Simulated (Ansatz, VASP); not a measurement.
Two plane-wave programs on Co

The input INCAR:

```
ALGO = Normal
EDIFF = 1E-7
ENCUT = 520
GGA = RP
ISIF = 2
ISMEAR = -1
ISPIN = 2
LASPH = T
LCHARG = F
LMAXMIX = 4
LORBIT = 11
LREAL = F
LWAVE = F
MAGMOM = 1.716 1.78 1.78
NBANDS = 24
NELM = 150
PREC = Accurate
SIGMA = 0.05
```

The input KPOINTS:

```
k-points
0
Gamma
  12 12 17
```

POSCAR

```
Co
1.0
    3.9995049241      0.0000000000      0.0000000000
   -1.9997524621      3.4636728668      0.0000000000
    0.0000000000      0.0000000000      2.4602926257
Co
3
Direct
    1.0000000000      0.0000000000      0.0000000000
    0.3333333333      0.6666666667      0.5000000000
    0.6666666667      0.3333333333      0.5000000000
```

Input for Ansatz:

```yaml
crystal:
  lattice:
    - [3.9995049241, 0.0, 0.0]
    - [-1.9997524621, 3.4636728668, 0.0]
    - [0.0, 0.0, 2.4602926257]
  atoms:
    - { symbol: Co, position: [1.0, 0.0, 0.0], spin: 1.716 }
    - { symbol: Co, position: [0.3333333333, 0.6666666667, 0.5], spin: 1.78 }
    - { symbol: Co, position: [0.6666666667, 0.3333333333, 0.5], spin: 1.78 }
hamiltonian:
  xc: rpbe
  pseudopotentials:
    kind: paw
    azcp:
      Co: "pseudopotentials/Co.paw.azcp"
basis:
  ecutwfc: 420
  fft_grid_basis: typed
kpoints:
  mp_grid: { grid: [12, 12, 17], shift: [0, 0, 0] }
magnetization:
  spin_polarized: true
scf:
  occupations: { method: fermi_dirac, width: 0.05 }
```

Alike in both runs: task single point; functional RPBE; k mesh 12 × 12 × 17; occupations fermi-dirac, width 0.05 eV; collinear spin.

|  | VASP | Ansatz |
| --- | --- | --- |
| version | VASP 6.6.1 | Ansatz 0.2.0 |
| potentials or method | VASP PAW PBE potentials, release 64 (Co), cutoff 520 eV | plane waves (420 eV) with PAW, scalar-relativistic |
| valence electrons in the cell | 27 | 51 |

Ansatz gave:

* net moment per atom (μB): 1.68
* size of the moment on the site where the two differ most (μB): 1.73

Q: Which values does VASP return?

A: net moment per atom (μB): 1.67; size of the moment on the site where the two differ most (μB): 1.67.

VASP's potentials were made for PBE, not for RPBE. Site moments also hang on the region over which each program counts them. The functional is the same, so the differences come from potentials, cutoffs and numerics. VASP's potentials hold 27 valence electrons a cell and Ansatz's 51, so a difference there can come from the potentials and not from the codes.
